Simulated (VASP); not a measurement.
# MoS2: single point with PBE+D3(BJ)

Crystal: MoS2.

```
Mo S
1.0
     3.14972    0.00000   -0.03150
    -1.57486    2.72774    0.01575
    -0.06648    0.00000    6.64754
Mo S
1 2
Direct
  0.00000 0.00000 0.00000
  0.33333 0.66667 0.23567
  0.33333 0.66667 0.76433
```

This cell differs from its parent crystal: strain -0.0200 x Voigt [0, 0, 0, 0, 1, 0].

```
Program                : VASP 6.6.1
Task                   : single point
Functional             : PBE
Dispersion             : D3(BJ)
Potentials or basis    : VASP PAW PBE potentials, release 64 (Mo_sv, S)
Cutoff                 : 520 eV
k mesh                 : 12 × 12 × 4
Occupations            : gaussian, width 0.05 eV
Spin                   : no spin polarisation
Dipole correction      : no
Further INCAR settings : ALGO = Normal; EDIFF = 1e-07; NBANDS = 20
```

The pressure is -0.1 GPa. The largest force is 0.297 eV/Å, the band gap on the k mesh is 1.21 eV (least direct gap 1.76 eV) and the dispersion energy per atom is -0.398 eV.

Forces in eV/Å, atoms in the order of the input:
```
Mo   0.000  0.014  0.000
S    0.297 -0.007  0.002
S   -0.297 -0.007 -0.002
```

Stress tensor (GPa, compression positive):
```
-0.03  0.00  2.50
 0.00 -0.08  0.00
 2.50  0.00 -0.08
```

Levels at points of the mesh, in eV from the valence-band top:
```tsv
k point	band 9	band 10	band 11	band 12	band 13	band 14	band 15	band 16	band 17	band 18
(0.00, 0.00, 0.00)	-3.01	-1.88	-1.87	-1.49	-0.93	2.43	2.43	2.62	2.63	5.81
(0.50, 0.00, 0.00)	-4.78	-3.58	-1.99	-1.37	-1.28	1.93	2.33	3.84	4.05	5.19
(0.00, 0.50, 0.00)	-4.79	-3.58	-1.99	-1.37	-1.29	1.93	2.33	3.84	4.04	5.19
(0.00, 0.00, 0.50)	-3.00	-2.93	-1.89	-1.89	0.00	2.37	2.37	2.71	2.71	6.05
(0.50, 0.00, 0.50)	-4.38	-3.61	-2.83	-1.30	-0.86	1.95	2.52	3.18	3.86	6.57
(0.00, 0.50, 0.50)	-4.39	-3.60	-2.83	-1.30	-0.86	1.95	2.52	3.18	3.85	6.57
```

Wall time 100 s on 1 thread of Intel(R) Xeon(R) Platinum 8375C CPU @ 2.90GHz (Ice Lake) (shared host), peak memory 0.3 GiB.

Caveat: the cell differs from its parent crystal (strain -0.0200 x Voigt [0, 0, 0, 0, 1, 0]). A k mesh can miss the band edges.
